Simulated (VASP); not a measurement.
Runs of VASP 6.6.1 on TiAl. The structure is that of space group Pm-3m (No. 221), or close to it. The cells are those of the table. 

| level | spin | U | cell | k mesh | cutoff (eV) | smearing | dipole correction | grid for exact exchange (PRECFOCK) | share of exact exchange | tolerance level | purpose | gap on the mesh (eV) | pressure (GPa) |
| --- | --- | --- | --- | --- | --- | --- | --- | --- | --- | --- | --- | --- | --- |
| PBE0 | off | - | a = 3.221 Å, 2 atoms | 6 × 6 × 6 | 520 | fermi-dirac 0.05 eV | no | Normal | 0.25 | - | - | none | (a) |
| PBE | off | - | a = 3.179 Å, 2 atoms | 25 × 25 × 25 | 550 | tetrahedron 0.1 eV | - | - | - | standard | density of states | none | - |
| B3LYP+D3(BJ) | off | - | a = 3.179 Å, 2 atoms | 6 × 6 × 6 | 400 | methfessel-paxton 0.025 eV | no | Normal | 0.2 | - | - | none | -10.3 |
| PBEsol-based screened hybrid with 25 % exact exchange+U | collinear | Ti d U = 5.0 eV | a = 3.221 Å, 2 atoms | 5 × 5 × 5 | 400 | fermi-dirac 0.05 eV | no | Normal | 0.25 | - | - | none | -3.0 |

Alike in all rows: potentials or basis VASP PAW PBE potentials, release 64 (Ti_sv, Al).

Q: Estimate the missing entries.

A: (a) -6.8.

Caveats: some runs use coarse meshes; the PAW data sets were made with another functional, which shifts forces and pressure a little (at least some runs); the cell stands under tension (at least some runs); tetrahedron occupations give inexact forces and stress in metals (at least some runs); a moment this small can come from the mesh or the smearing (at least some runs); the U is typed as a test and isn't derived for this compound (at least some runs).

A gap of «none» marks levels without a gap at the run's occupations.
